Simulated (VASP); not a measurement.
# Sc (Im-3m) in VASP: notebook

Sc is run at these levels: PBE; tasks: single point.

All numbers are computed with VASP 6.6.1; they aren't measurements. Logs are shortened: lines on timing, memory, paths and dates and some standing lists are left out, and cuts for length are marked.

### 1 The cell of the first run

It takes space group Im-3m (No. 229, cubic). Conventional cell: a = 2.711 Å, b = 2.711 Å, c = 2.711 Å, α = 90.00°, β = 90.00°, γ = 90.00°. Within 3.1 Å of Sc (site symmetry m-3m) lie 14 Sc at 2.35 to 2.71 Å.

### 2 Single point, PBE (volume scaled by 0.4)

INCAR

```
PREC     = Accurate       # precision mode
ENCUT    = 520            # plane-wave cutoff, eV
EDIFF    = 1E-6           # SCF threshold, eV
ISMEAR   = -1             # smearing method
SIGMA    = 0.05           # smearing width, eV
LREAL    = False          # projectors in reciprocal space
LASPH    = True           # aspherical terms in the spheres
NELM     = 100            # most SCF steps
ALGO     = Normal         # electronic algorithm
ISIF     = 2              # what is computed and relaxed
LWAVE    = False          # write WAVECAR
LCHARG   = False          # write CHGCAR
GGA      = PE             # functional
NBANDS   = 12             # bands
```

KPOINTS

```
regular mesh
0
Gamma
  16 16 16
```

POSCAR

```
Sc
1.0
   -1.3552740570      1.3552740570      1.3552740570
    1.3552740570     -1.3552740570      1.3552740570
    1.3552740570      1.3552740570     -1.3552740570
Sc
1
Direct
    0.0000000000      0.0000000000      0.0000000000
```

Potentials or basis: VASP PAW PBE potentials, release 64 (Sc_sv).

Launch:

```console
$ cat potpaw_PBE.64/Sc_sv/POTCAR > POTCAR
$ mpirun -np 1 vasp_std > vasp.out
```

OUTCAR:

```text
PREC = Accurate
   ENCUT = 520
   EDIFF = 1E-6
   ISMEAR = -1
   LREAL = False
   LASPH = True
   NELM = 100
   ISIF = 2
   GGA = PE

 ion  position               nearest neighbor table
   1  0.000  0.000  0.000-

  LATTYP: Found a body centered cubic cell.
 ALAT       =     2.7105481140

  Lattice vectors:

 A1 = (  -1.3552740570,   1.3552740570,   1.3552740570)
 A2 = (   1.3552740570,  -1.3552740570,   1.3552740570)
 A3 = (   1.3552740570,   1.3552740570,  -1.3552740570)

Analysis of symmetry for initial positions (statically):
=====================================================================
 Subroutine PRICEL returns:
 Original cell was already a primitive cell.

 Routine SETGRP: Setting up the symmetry group for a
 body centered cubic supercell.

 Subroutine GETGRP returns: Found 48 space group operations
 (whereof 48 operations were pure point group operations)
 out of a pool of 48 trial point group operations.

The static configuration has the point symmetry O_h .

Analysis of symmetry for dynamics (positions and initial velocities):
=====================================================================
 Subroutine PRICEL returns:
 Original cell was already a primitive cell.

 Routine SETGRP: Setting up the symmetry group for a
 body centered cubic supercell.

 Subroutine GETGRP returns: Found 48 space group operations
 (whereof 48 operations were pure point group operations)
 out of a pool of 48 trial point group operations.

The dynamic configuration has the point symmetry O_h .

 Subroutine INISYM returns: Found 48 space group operations
 (whereof 48 operations are pure point group operations),
 and found     1 'primitive' translations

----------------------------------------------------------------------------------------

                                     Primitive cell

  volume of cell :       9.9573

  direct lattice vectors                    reciprocal lattice vectors
    -1.355274057  1.355274057  1.355274057     0.000000000  0.368929072  0.368929072
     1.355274057 -1.355274057  1.355274057     0.368929072  0.000000000  0.368929072
     1.355274057  1.355274057 -1.355274057     0.368929072  0.368929072  0.000000000

  length of vectors
     2.347403525  2.347403525  2.347403525     0.521744497  0.521744497  0.521744497

  position of ions in fractional coordinates (direct lattice)
     0.000000000  0.000000000  0.000000000

  ion indices of the primitive-cell ions
   primitive index   ion index
                 1           1

----------------------------------------------------------------------------------------

 KPOINTS: regular mesh

Automatic generation of k-mesh.
 Grid dimensions read from file:
 generate k-points for:   16   16   16

 Generating k-lattice:

  Cartesian coordinates                     Fractional coordinates (reciprocal lattice)
     0.000000000  0.023058067  0.023058067     0.062500000  0.000000000  0.000000000
     0.023058067  0.000000000  0.023058067     0.000000000  0.062500000  0.000000000
     0.023058067  0.023058067  0.000000000     0.000000000  0.000000000  0.062500000

  Length of vectors
     0.032609031  0.032609031  0.032609031

  Shift w.r.t. Gamma in fractional coordinates (k-lattice)
     0.000000000  0.000000000  0.000000000

 Subroutine IBZKPT returns following result:
 ===========================================

 Found    145 irreducible k-points:

 Following reciprocal coordinates:
            Coordinates               Weight
  0.000000  0.000000  0.000000      1.000000
  0.062500  0.000000  0.000000     12.000000
  0.125000  0.000000  0.000000     12.000000
  0.187500  0.000000  0.000000     12.000000
  0.250000  0.000000  0.000000     12.000000
  0.312500  0.000000  0.000000     12.000000
[... 16 lines left out ...]
  0.187500  0.187500  0.000000     24.000000
  0.250000  0.187500  0.000000     48.000000
 [... further k-points ...]
   k-points           NKPTS =    145   k-points in BZ     NKDIM =    145   number of bands    NBANDS=     12
   number of dos      NEDOS =    301   number of ions     NIONS =      1
   total plane-waves  NPLWV =   5832
   dimension x,y,z NGX =    18 NGY =   18 NGZ =   18
   dimension x,y,z NGXF=    36 NGYF=   36 NGZF=   36
   ions per type =               1
   NGX,Y,Z   is equivalent  to a cutoff of  12.75, 12.75, 12.75 a.u.
   NGXF,Y,Z  is equivalent  to a cutoff of  25.50, 25.50, 25.50 a.u.
 SYSTEM =  unknown system
   PREC   = accura    normal or accurate (medium, high low for compatibility)
   ISTART =      0    job   : 0-new  1-cont  2-samecut
   ICHARG =      2    charge: 1-file 2-atom 10-const
   ISPIN  =      1    spin polarized calculation?
   LNONCOLLINEAR =      F non collinear calculations
   LSORBIT =      F    spin-orbit coupling
   LASPH  =      T    aspherical Exc in radial PAW
   ENCUT  =  520.0 eV  38.22 Ry    6.18 a.u.   4.36  4.36  4.36*2*pi/ulx,y,z
   NELM   =    100;   NELMIN=  2; NELMDL= -5     # of ELM steps
   EDIFF  = 0.1E-05   stopping-criterion for ELM
   LREAL  =      F    real-space projection
   EDIFFG = 0.1E-04   stopping-criterion for IOM
   NSW    =      0    number of steps for IOM
   IBRION =     -1    ionic relax: 0-MD 1-quasi-New 2-CG
   NFREE  =      0    steps in history (QN), initial steepest desc. (CG)
   ISIF   =      2    stress and relaxation
   ISYM   =      2    0-nonsym 1-usesym 2-fastsym
   POTIM  = 0.5000    time-step for ionic-motion
   TEBEG  =    0.0;   TEEND  =   0.0 temperature during run
   PSTRESS=    0.0 pullay stress
   NELECT =      11.0000    total number of electrons
   NUPDOWN=      -1.0000    fix difference up-down
   EMIN   =  10.00;   EMAX   =-10.00  energy-range for DOS
   EFERMI =   0.00;   METHOD = LEGACY
   ISMEAR =    -1;   SIGMA  =   0.05  broadening in eV -4-tet -1-fermi 0-gaus
   EFERMI_NEDOS =   21; number of points for ismear=-14 and -15
   IALGO  =     38    algorithm
   IMIX   =      4    mixing-type and parameters
     AMIX     =   0.40;   BMIX     =  1.00
     AMIX_MAG =   1.60;   BMIX_MAG =  1.00
  volume/ion in A,a.u.               =       9.96        67.20
  Fermi-wavevector in a.u.,A,eV,Ry     =   1.692357  3.198091 38.968060  2.864072
  Thomas-Fermi vector in A             =   2.773958
   LORBIT       =      0    0 simple, 1 ext, 2 COOP (PROOUT), +10 PAW based schemes
   GGA     = PE    functional components
   LHFCALC =     F    Hartree Fock is set to
   AEXX    =    0.0000 exact exchange contribution
   IVDW    =     0    specifies the selected vdW correction
   LEPSILON=     F    determine dielectric tensor
   LRPA    =     F    only Hartree local field effects (RPA)
 non-spin polarized calculation
  energy-cutoff  :      520.00
  volume of cell :        9.96
 maximum number of plane-waves:       277
 NGX is ok and might be reduce to    18
   NGX =  9   NGY =  9   NGZ =  9

 number of electron      11.0000003 magnetization

 Free energy of the ion-electron system (eV)
  ---------------------------------------------------
  ext. energy  EPLUGINS =         0.00000000
  ---------------------------------------------------
  free energy    TOTEN  =        -1.67574602 eV

  energy without entropy =       -1.66185799  energy(sigma->0) =       -1.66880200

 E-fermi :  10.8256     XC(G=0): -14.2758

 val. band max:       10.8144583814   @ k =   0.1875   0.1875   0.1875
 cond. band min:      10.8284450446   @ k =   0.3125   0.0000   0.0000
 fundamental gap:      0.0139866632
 Fermi energy:        10.8255813693

 k-point     1 :       0.0000    0.0000    0.0000
  band No.  band energies     occupation
      1     -38.1890      2.00000
      2     -13.4628      2.00000
      3     -13.4628      2.00000
      4     -13.4628      2.00000
      5       7.2872      2.00000
      6      13.2928      0.00000
      7      13.2928      0.00000
      8      13.2928      0.00000
      9      17.0252      0.00000
     10      17.0252      0.00000
     11      32.7002      0.00000
     12      32.7002      0.00000

 k-point     2 :       0.0625    0.0000    0.0000
  band No.  band energies     occupation
      1     -38.1310      2.00000
      2     -13.6855      2.00000
      3     -13.5228      2.00000
      4     -13.4682      2.00000
      5       7.5597      2.00000
      6      13.1262      0.00000
      7      13.2556      0.00000
      8      13.5379      0.00000
      9      16.7844      0.00000
     10      17.0279      0.00000
     11      32.8653      0.00000
     12      33.0915      0.00000

 k-point     3 :       0.1250    0.0000    0.0000
  band No.  band energies     occupation
      1     -37.9629      2.00000
      2     -14.2989      2.00000
      3     -13.6904      2.00000
      4     -13.4836      2.00000
      5       8.2631      2.00000
      6      12.6774      0.00000
      7      13.0989      0.00000
      8      14.2516      0.00000
      9      16.3583      0.00000
     10      17.0527      0.00000
     11      33.2119      0.00000
     12      33.9932      0.00000
[... 286 lines left out ...]
 k-point    23 :       0.1875    0.1875    0.0000
  band No.  band energies     occupation
      1     -36.9691      2.00000
      2     -16.9321      2.00000
      3     -14.7230      2.00000
      4     -13.8662      2.00000
      5       9.8264      2.00000
      6      10.9906      0.07115
      7      12.7371      0.00000
      8      16.0775      0.00000
      9      18.2996      0.00000
     10      19.8254      0.00000
     11      32.6981      0.00000
     12      33.4378      0.00000

 k-point    24 :       0.2500    0.1875    0.0000
  band No.  band energies     occupation
      1     -36.6909      2.00000
      2     -17.4418      2.00000
      3     -15.1518      2.00000
      4     -13.9412      2.00000
      5       9.4784      2.00000
      6      10.7396      1.69629
      7      13.3903      0.00000
      8      16.4873      0.00000
      9      18.5812      0.00000
     10      21.6749      0.00000
     11      31.7061      0.00000
     12      32.6380      0.00000

 [... further k-points ...]
[... 5 lines left out ...]
  --------------------------------------------------------------------------------------
  -------------------------------------------------------------------------------------
  Total       10.5451338     10.5451338     10.5451338      0.0000000      0.0000000     -0.0000000
  in kB     1696.7634836   1696.7634836   1696.7634836      0.0000000      0.0000000     -0.0000000
  external PRESSURE =    1696.7634836 kB  Pullay stress =       0.0000000 kB

 VOLUME and BASIS-vectors are now :
 -----------------------------------------------------------------------------
  energy-cutoff  :      520.00
  volume of cell :        9.96
      direct lattice vectors                 reciprocal lattice vectors
    -1.355274057  1.355274057  1.355274057     0.000000000  0.368929072  0.368929072
     1.355274057 -1.355274057  1.355274057     0.368929072  0.000000000  0.368929072
     1.355274057  1.355274057 -1.355274057     0.368929072  0.368929072  0.000000000

 POSITION                                       TOTAL-FORCE (eV/Angst)
 -----------------------------------------------------------------------------------
      0.00000      0.00000      0.00000         0.000000     -0.000000      0.000000
 -----------------------------------------------------------------------------------
    total drift:                                0.000000      0.000000      0.000000

  FREE ENERGIE OF THE ION-ELECTRON SYSTEM (eV)
  ---------------------------------------------------
  free  energy   TOTEN  =        -1.6757460173 eV

  energy  without entropy=       -1.6618579861  energy(sigma->0) =       -1.66880200
```

Run time: 10 s. Hardware: 1 thread of Intel Xeon Platinum 8488C (Sapphire Rapids), shared host; peak memory 0.13 GiB.

What came out:

```yaml
Free_energy: -1.6757 eV
Pressure: 169.7 GPa
```

Levels at points of the mesh, in eV from the Fermi level:
```
           k point  band 2  band 3  band 4  band 5  band 6  band 7  band 8  band 9  band 10  band 11
(0.00, 0.00, 0.00)  -24.29  -24.29  -24.29   -3.54    2.47    2.47    2.47    6.20     6.20    21.87
(0.50, 0.00, 0.00)  -29.36  -25.69  -24.44   -3.52   -0.85    6.76    7.39    7.47    10.68    18.06
(0.50, 0.50, 0.50)  -27.44  -27.44  -27.44   -4.88   -4.88    9.67    9.67    9.67    17.16    17.16
```

(Continued in part 2 of 2.)
